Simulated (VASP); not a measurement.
Runs of VASP 6.6.1 on Ta3Ru. The structure is that of space group Fm-3m (No. 225), or close to it. The cells are those of the table. 

| task | potentials or basis | cell | k mesh | cutoff (eV) | second run | gap on the mesh (eV) | pressure (GPa) |
| --- | --- | --- | --- | --- | --- | --- | --- |
| single point | VASP PAW LDA potentials, release 64 (Ta_pv, Ru_pv) | a = 4.486 Å, angles 60.0°, 4 atoms | 12 × 12 × 12 | 520 | - | none | (a) |
| single point | VASP PAW LDA potentials, release 64 (Ta_pv, Ru_pv) | a = 4.551 Å, angles 60.0°, 4 atoms | 6 × 6 × 6 | 500 | - | none | -9.5 |
| single point | VASP PAW LDA potentials, release 64 (Ta_pv, Ru_pv) | a = 4.484 Å, angles 60.0°, 4 atoms | 6 × 6 × 6 | 500 | - | none | 1.2 |
| single point | VASP PAW LDA potentials, release 64 (Ta_sv_GW, Ru_sv) | a = 4.486 Å, angles 60.0°, 4 atoms | 12 × 12 × 12 | 600 | valence_matched | none | 0.4 |
| relaxation of cell and atoms | VASP PAW LDA potentials, release 64 (Ta_pv, Ru_pv) | relaxed from a = 4.551 Å, angles 60.0°, 4 atoms | 6 × 6 × 6 | 500 | - | none | -0.4 |

Alike in all rows: level LDA; no spin polarisation; smearing gaussian 0.1 eV.

Task: Fill in the values left out.

Result: (a) 1.0.

Caveats: spin-orbit coupling is left out, which moves the levels of the heavy elements.

A k mesh can miss the band edges, and the runs leave out spin-orbit coupling on Ru, Ta.

A gap of «none» marks levels without a gap at the run's occupations.

The runs don't all hold the same shells in valence.
